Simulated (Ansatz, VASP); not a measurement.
# One calculation of Ta, two programs

```
CELL_PARAMETERS angstrom
2.87436 0.00000 0.00000
-1.43718 2.48927 0.00000
0.00000 0.00000 5.11994
ATOMIC_POSITIONS crystal
Ta 0.66667 0.33333 0.75000
Ta 0.33333 0.66667 0.25000
```

Alike in both runs: task single point; functional r2SCAN; k mesh 11 × 11 × 6; occupations methfessel-paxton of order 1, width 0.1 eV; no spin polarisation.

```csv
,VASP,Ansatz
version,VASP 6.6.1,Ansatz 0.2.0
potentials or method,"VASP PAW PBE potentials, release 64 (Ta_pv), cutoff 520 eV","plane waves, PAW"
valence electrons in the cell,22,26
```

|  | VASP | Ansatz | Ansatz less VASP |
| --- | --- | --- | --- |
| pressure (GPa) | 2.2 | 1.6 | -0.57 |
| traceless stress, the component that is largest in VASP (GPa) | 0.10 | 0.05 | -0.048 |

VASP's potentials were made for PBE, not for r2SCAN. VASP's potentials hold 22 valence electrons a cell and Ansatz's 26, so a difference there can come from the potentials and not from the codes.

Neither program's run includes spin-orbit coupling.
